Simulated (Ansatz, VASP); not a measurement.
# Two plane-wave programs on Al2H

```xyz
6
Lattice="4.1855 0.0000 0.0000 0.0000 5.3745 0.0000 0.0000 0.0000 3.2986" Properties=species:S:1:pos:R:3 pbc="T T T"
Al    3.0705    0.9375    1.6493
Al    1.1150    4.4370    1.6493
Al    3.2078    3.6247    0.0000
Al    0.9777    1.7498    0.0000
H     2.0928    2.6872    1.6493
H     0.0000    0.0000    0.0000
```

Change from the starting cell: species swapped into the BPd2 type (Pnnm, No. 58).

Alike in both runs: functional PBE; k mesh 4 × 3 × 5; occupations gaussian, width 0.2 eV; no spin polarisation.

Ansatz relaxed the structure, and its values are those at the end. VASP's run is a single point on that final structure, the one shown.

|  | VASP | Ansatz |
| --- | --- | --- |
| version | VASP 6.6.1 | Ansatz 0.2.0 |
| potentials or method | VASP PAW PBE potentials, release 64 (Al, H), cutoff 500 eV | scalar-relativistic, plane waves, PAW |
| valence electrons in the cell | 14 | 14 |

```csv
,VASP,Ansatz,Ansatz less VASP
gap on the k mesh at the Fermi level (eV),none,none,-
pressure (GPa),-0.2,-0.1,+0.08
rms of the force components (eV/Å),0.004,0.004,-0.0006
```

A gap of «none» marks a metal or a gap that the smearing closes.

The k mesh is coarse, so the values compare programs but aren't converged.
